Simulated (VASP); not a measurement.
# AsSe3 (P4/mmm) in VASP: single point with PBE

Aim: the single point of AsSe3 with PBE.

Everything below comes from runs of VASP 6.6.1. Logs are shortened: lines on timing, memory, paths and dates and some standing lists are left out, and cuts for length are marked.

### 1 The cell of the first run

It takes space group P4/mmm (No. 123, tetragonal). The conventional cell has a = 4.843 Å, b = 4.843 Å, c = 3.427 Å, α = 90.00°, β = 90.00°, γ = 90.00°. As (site symmetry 4/mmm) has 12 Se at 2.97 to 3.42 Å and 2 As at 3.43 Å within 3.9 Å. Se (site symmetry mmm) has 4 As at 2.97 Å and 10 Se at 2.97 to 3.43 Å within 3.9 Å. Se (site symmetry 4/mmm) has 10 Se at 2.97 to 3.43 Å and 4 As at 3.42 Å within 3.9 Å.

The cell was built from a structure type or drawn by symmetry, and may not be a known phase.

### 2 Single point, PBE

INCAR reads:

```
SYSTEM = AsSe3
ALGO     = Normal         ! electronic algorithm
EDIFF    = 1E-6           ! SCF threshold, eV
ENCUT    = 500            ! plane-wave cutoff, eV
GGA      = PE             ! functional
GGA_COMPAT= .FALSE.      
ISIF     = 2              ! what is computed and relaxed
ISMEAR   = 0              ! smearing method
LASPH    = .TRUE.         ! aspherical terms in the spheres
LCHARG   = .FALSE.        ! write CHGCAR
LREAL    = .FALSE.        ! projectors in reciprocal space
LWAVE    = .FALSE.        ! write WAVECAR
NBANDS   = 20             ! bands
NELM     = 120            ! most SCF steps
PREC     = Accurate       ! precision mode
SIGMA    = 0.2            ! smearing width, eV
```

KPOINTS reads:

```
k-points
0
G
  5 5 4
  0 0 0
```

POSCAR reads:

```
AsSe3
1.0
    4.8428397653      0.0000000000      0.0000000000
    0.0000000000      4.8428397653      0.0000000000
    0.0000000000      0.0000000000      3.4270911260
As Se
1 3
Direct
    0.0000000000      0.0000000000      0.0000000000
    0.0000000000      0.5000000000      0.5000000000
    0.5000000000      0.0000000000      0.5000000000
    0.5000000000      0.5000000000      0.0000000000
```

Potentials or basis: VASP PAW PBE potentials, release 64 (As, Se).

The run is started by

```console
$ cat potpaw_PBE.64/As/POTCAR potpaw_PBE.64/Se/POTCAR > POTCAR
$ mpirun -np 1 vasp_std > vasp.out
```

OUTCAR:

```text
SYSTEM = AsSe3
   EDIFF = 1E-6
   ENCUT = 500
   GGA = PE
   ISIF = 2
   ISMEAR = 0
   LASPH = .TRUE.
   LREAL = .FALSE.
   NELM = 120
   PREC = Accurate

 ion  position               nearest neighbor table
   1  0.000  0.000  0.000-
   2  0.000  0.500  0.500-
   3  0.500  0.000  0.500-
   4  0.500  0.500  0.000-

  LATTYP: Found a simple tetragonal cell.
 ALAT       =     4.8428397653
 C/A-ratio  =     0.7076614739

  Lattice vectors:

 A1 = (   4.8428397653,   0.0000000000,   0.0000000000)
 A2 = (   0.0000000000,   4.8428397653,   0.0000000000)
 A3 = (   0.0000000000,   0.0000000000,   3.4270911260)

Analysis of symmetry for initial positions (statically):
=====================================================================
 Subroutine PRICEL returns:
 Original cell was already a primitive cell.

 Routine SETGRP: Setting up the symmetry group for a
 simple tetragonal supercell.

 Subroutine GETGRP returns: Found 16 space group operations
 (whereof 16 operations were pure point group operations)
 out of a pool of 16 trial point group operations.

The static configuration has the point symmetry D_4h.

Analysis of symmetry for dynamics (positions and initial velocities):
=====================================================================
 Subroutine PRICEL returns:
 Original cell was already a primitive cell.

 Routine SETGRP: Setting up the symmetry group for a
 simple tetragonal supercell.

 Subroutine GETGRP returns: Found 16 space group operations
 (whereof 16 operations were pure point group operations)
 out of a pool of 16 trial point group operations.

The dynamic configuration has the point symmetry D_4h.

 Subroutine INISYM returns: Found 16 space group operations
 (whereof 16 operations are pure point group operations),
 and found     1 'primitive' translations

----------------------------------------------------------------------------------------

                                     Primitive cell

  volume of cell :      80.3759

  direct lattice vectors                    reciprocal lattice vectors
     4.842839765  0.000000000  0.000000000     0.206490416  0.000000000  0.000000000
     0.000000000  4.842839765  0.000000000     0.000000000  0.206490416  0.000000000
     0.000000000  0.000000000  3.427091126     0.000000000  0.000000000  0.291792650

  length of vectors
     4.842839765  4.842839765  3.427091126     0.206490416  0.206490416  0.291792650

  position of ions in fractional coordinates (direct lattice)
     0.000000000  0.000000000  0.000000000
     0.000000000  0.500000000  0.500000000
     0.500000000  0.000000000  0.500000000
     0.500000000  0.500000000  0.000000000

  ion indices of the primitive-cell ions
   primitive index   ion index
                 1           1
                 2           2
                 3           3
                 4           4

----------------------------------------------------------------------------------------

 KPOINTS: k-points

Automatic generation of k-mesh.
 Grid dimensions read from file:
 generate k-points for:    5    5    4

 Generating k-lattice:

  Cartesian coordinates                     Fractional coordinates (reciprocal lattice)
     0.041298083  0.000000000  0.000000000     0.200000000  0.000000000  0.000000000
     0.000000000  0.041298083  0.000000000     0.000000000  0.200000000  0.000000000
     0.000000000  0.000000000  0.072948162     0.000000000  0.000000000  0.250000000

  Length of vectors
     0.041298083  0.041298083  0.072948162

  Shift w.r.t. Gamma in fractional coordinates (k-lattice)
     0.000000000  0.000000000  0.000000000

 Subroutine IBZKPT returns following result:
 ===========================================

 Found     18 irreducible k-points:

 Following reciprocal coordinates:
            Coordinates               Weight
  0.000000  0.000000  0.000000      1.000000
  0.200000  0.000000  0.000000      4.000000
  0.400000  0.000000  0.000000      4.000000
  0.200000  0.200000  0.000000      4.000000
  0.400000  0.200000  0.000000      8.000000
  0.400000  0.400000  0.000000      4.000000
[... 10 lines left out ...]
  0.400000  0.200000  0.500000      8.000000
  0.400000  0.400000  0.500000      4.000000
   k-points           NKPTS =     18   k-points in BZ     NKDIM =     18   number of bands    NBANDS=     20
   number of dos      NEDOS =    301   number of ions     NIONS =      4
   total plane-waves  NPLWV =  36288
   dimension x,y,z NGX =    36 NGY =   36 NGZ =   28
   dimension x,y,z NGXF=    72 NGYF=   72 NGZF=   56
   ions per type =               1   3
   NGX,Y,Z   is equivalent  to a cutoff of  12.36, 12.36, 13.58 a.u.
   NGXF,Y,Z  is equivalent  to a cutoff of  24.72, 24.72, 27.17 a.u.
 SYSTEM =  AsSe3
   PREC   = accura    normal or accurate (medium, high low for compatibility)
   ISTART =      0    job   : 0-new  1-cont  2-samecut
   ICHARG =      2    charge: 1-file 2-atom 10-const
   ISPIN  =      1    spin polarized calculation?
   LNONCOLLINEAR =      F non collinear calculations
   LSORBIT =      F    spin-orbit coupling
   LASPH  =      T    aspherical Exc in radial PAW
   ENCUT  =  500.0 eV  36.75 Ry    6.06 a.u.   8.83  8.83  6.25*2*pi/ulx,y,z
   NELM   =    120;   NELMIN=  2; NELMDL= -5     # of ELM steps
   EDIFF  = 0.1E-05   stopping-criterion for ELM
   LREAL  =      F    real-space projection
   EDIFFG = 0.1E-04   stopping-criterion for IOM
   NSW    =      0    number of steps for IOM
   IBRION =     -1    ionic relax: 0-MD 1-quasi-New 2-CG
   NFREE  =      0    steps in history (QN), initial steepest desc. (CG)
   ISIF   =      2    stress and relaxation
   ISYM   =      2    0-nonsym 1-usesym 2-fastsym
   POTIM  = 0.5000    time-step for ionic-motion
   TEBEG  =    0.0;   TEEND  =   0.0 temperature during run
   PSTRESS=    0.0 pullay stress
   NELECT =      23.0000    total number of electrons
   NUPDOWN=      -1.0000    fix difference up-down
   EMIN   =  10.00;   EMAX   =-10.00  energy-range for DOS
   EFERMI =   0.00;   METHOD = LEGACY
   ISMEAR =     0;   SIGMA  =   0.20  broadening in eV -4-tet -1-fermi 0-gaus
   EFERMI_NEDOS =   21; number of points for ismear=-14 and -15
   IALGO  =     38    algorithm
   IMIX   =      4    mixing-type and parameters
     AMIX     =   0.40;   BMIX     =  1.00
     AMIX_MAG =   1.60;   BMIX_MAG =  1.00
  volume/ion in A,a.u.               =      20.09       135.60
  Fermi-wavevector in a.u.,A,eV,Ry     =   1.078803  2.038642 15.834678  1.163816
  Thomas-Fermi vector in A             =   2.214751
   LORBIT       =      0    0 simple, 1 ext, 2 COOP (PROOUT), +10 PAW based schemes
   GGA     = PE    functional components
   LHFCALC =     F    Hartree Fock is set to
   AEXX    =    0.0000 exact exchange contribution
   IVDW    =     0    specifies the selected vdW correction
   LEPSILON=     F    determine dielectric tensor
   LRPA    =     F    only Hartree local field effects (RPA)
 non-spin polarized calculation
 Gauss-broadening in eV      SIGMA  =   0.20
  energy-cutoff  :      500.00
  volume of cell :       80.38
 maximum number of plane-waves:      2084
 NGX is ok and might be reduce to    36
   NGX = 17   NGY = 17   NGZ = 13

 number of electron      23.0000002 magnetization

 Free energy of the ion-electron system (eV)
  ---------------------------------------------------
  ext. energy  EPLUGINS =         0.00000000
  ---------------------------------------------------
  free energy    TOTEN  =       -13.21065668 eV

  energy without entropy =      -13.17145157  energy(sigma->0) =      -13.19105413

 E-fermi :   5.7769     XC(G=0): -10.6162

 val. band max:        5.7102369823   @ k =   0.4000   0.4000   0.0000
 cond. band min:       5.7910923908   @ k =   0.0000   0.0000   0.5000
 fundamental gap:      0.0808554085
 Fermi energy:         5.7769220935

 k-point     1 :       0.0000    0.0000    0.0000
  band No.  band energies     occupation
      1     -10.2257      2.00000
      2      -6.9379      2.00000
      3      -6.1898      2.00000
      4      -3.2939      2.00000
      5      -0.8778      2.00000
      6      -0.8778      2.00000
[... 12 lines left out ...]
     19      12.6358      0.00000
     20      12.8789      0.00000

 k-point     2 :       0.2000    0.0000    0.0000
  band No.  band energies     occupation
      1     -10.0194      2.00000
      2      -7.3114      2.00000
      3      -6.2828      2.00000
      4      -3.6901      2.00000
      5      -0.6585      2.00000
      6       0.1921      2.00000
[... 12 lines left out ...]
     19      13.0350      0.00000
     20      13.6792      0.00000

 k-point     3 :       0.4000    0.0000    0.0000
  band No.  band energies     occupation
      1      -9.4522      2.00000
      2      -8.2895      2.00000
      3      -6.0752      2.00000
      4      -4.3044      2.00000
      5      -0.0321      2.00000
      6       1.0370      2.00000
[... 12 lines left out ...]
     19      13.7151      0.00000
     20      13.9271      0.00000

 k-point     4 :       0.2000    0.2000    0.0000
  band No.  band energies     occupation
      1      -9.8146      2.00000
      2      -7.3487      2.00000
      3      -6.6760      2.00000
      4      -4.1514      2.00000
      5       0.3185      2.00000
      6       0.4297      2.00000
[... 12 lines left out ...]
     19      13.7791      0.00000
     20      13.9674      0.00000

 k-point     5 :       0.4000    0.2000    0.0000
  band No.  band energies     occupation
      1      -9.2506      2.00000
      2      -8.1276      2.00000
      3      -6.5971      2.00000
      4      -4.8799      2.00000
      5       0.8791      2.00000
      6       1.8318      2.00000
[... 12 lines left out ...]
     19      14.4777      0.00000
     20      14.7665      0.00000
[... 215 lines left out ...]
      6       0.7397      2.00000
[... 12 lines left out ...]
     19      15.6308      0.00000
     20      15.6949      0.00000

 k-point    16 :       0.2000    0.2000    0.5000
  band No.  band energies     occupation
      1      -7.6572      2.00000
      2      -7.4078      2.00000
      3      -6.5073      2.00000
      4      -4.6771      2.00000
      5       0.1864      2.00000
      6       0.2126      2.00000
[... 12 lines left out ...]
     19      16.6133      0.00000
     20      16.6911      0.00000

 k-point    17 :       0.4000    0.2000    0.5000
  band No.  band energies     occupation
      1      -7.2878      2.00000
      2      -7.2408      2.00000
      3      -6.8369      2.00000
      4      -4.8066      2.00000
      5      -0.1606      2.00000
      6      -0.0680      2.00000
[... 12 lines left out ...]
     19      14.9279      0.00000
     20      15.2763      0.00000

 k-point    18 :       0.4000    0.4000    0.5000
  band No.  band energies     occupation
      1      -7.1341      2.00000
      2      -7.0676      2.00000
      3      -6.8854      2.00000
      4      -4.6403      2.00000
      5      -0.8332      2.00000
      6      -0.7470      2.00000
[... 12 lines left out ...]
     19      13.4414      0.00000
     20      13.9762      0.00000

------------------------ aborting loop because EDIFF is reached ----------------------------------------

  FORCE on cell =-STRESS in cart. coord.  units (eV):
  Direction    XX          YY          ZZ          XY          YZ          ZX
  --------------------------------------------------------------------------------------
  -------------------------------------------------------------------------------------
  Total       -0.0445469     -0.0445469     -0.0738716      0.0000000      0.0000000     -0.0000000
  in kB       -0.8879776     -0.8879776     -1.4725225      0.0000000      0.0000000     -0.0000000
  external PRESSURE =      -1.0828259 kB  Pullay stress =       0.0000000 kB

 VOLUME and BASIS-vectors are now :
 -----------------------------------------------------------------------------
  energy-cutoff  :      500.00
  volume of cell :       80.38
      direct lattice vectors                 reciprocal lattice vectors
     4.842839765  0.000000000  0.000000000     0.206490416  0.000000000  0.000000000
     0.000000000  4.842839765  0.000000000     0.000000000  0.206490416  0.000000000
     0.000000000  0.000000000  3.427091126     0.000000000  0.000000000  0.291792650

 POSITION                                       TOTAL-FORCE (eV/Angst)
 -----------------------------------------------------------------------------------
      0.00000      0.00000      0.00000         0.000000      0.000000      0.000000
      0.00000      2.42142      1.71355         0.000000      0.000000      0.000000
      2.42142      0.00000      1.71355         0.000000      0.000000      0.000000
      2.42142      2.42142      0.00000         0.000000      0.000000      0.000000
 -----------------------------------------------------------------------------------
    total drift:                                0.000000      0.000000      0.000000

  FREE ENERGIE OF THE ION-ELECTRON SYSTEM (eV)
  ---------------------------------------------------
  free  energy   TOTEN  =       -13.2106566830 eV

  energy  without entropy=      -13.1714515737  energy(sigma->0) =      -13.19105413
```

It took 22 s on 1 thread of Intel Xeon Platinum 8488C (Sapphire Rapids), shared host; peak memory 0.18 GiB.

Results:

- Free energy: -13.2107 eV
- Pressure: -0.1 GPa
- Band gap on the k mesh: zero (an odd number of electrons rules out a gap without spin polarisation)

Caveat: the k points lie up to 0.46 Å⁻¹ apart, too coarse for converged energies and pressures of a metal.
